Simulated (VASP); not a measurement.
Input of a VASP 6.6.1 run:

Contents of INCAR:

```
ALGO = Normal
EDIFF = 1E-6
ENCUT = 520
GGA = PE
ISIF = 2
ISMEAR = -1
ISPIN = 2
LASPH = True
LCHARG = True
LELF = True
LMAXMIX = 4
LORBIT = 11
LREAL = False
LVHAR = True
LWAVE = False
MAGMOM = 1 0 0
NBANDS = 20
NELM = 150
PREC = Accurate
SIGMA = 0.05
```

File KPOINTS:

```
k-points
0
Gamma
  9 9 9
```

POSCAR

```
Si2Ni
1.0
    0.0000000000      2.7257693323      2.7257693323
    2.7257693323      0.0000000000      2.7257693323
    2.7257693323      2.7257693323      0.0000000000
Ni Si
1 2
Direct
    0.0000000000      0.0000000000      0.0000000000
    0.7500000000      0.7500000000      0.7500000000
    0.2500000000      0.2500000000      0.2500000000
```

Potentials or basis: VASP PAW PBE potentials, release 64 (Ni, Si).

Command:

```console
$ cat potpaw_PBE.64/Ni/POTCAR potpaw_PBE.64/Si/POTCAR > POTCAR
$ mpirun -np 1 vasp_std > vasp.out
```

Task: What does it give for the pressure?

Result: -0.1 GPa.

Task: What does it give for the band gap on the k mesh?

Result: Zero (filled and empty bands overlap).
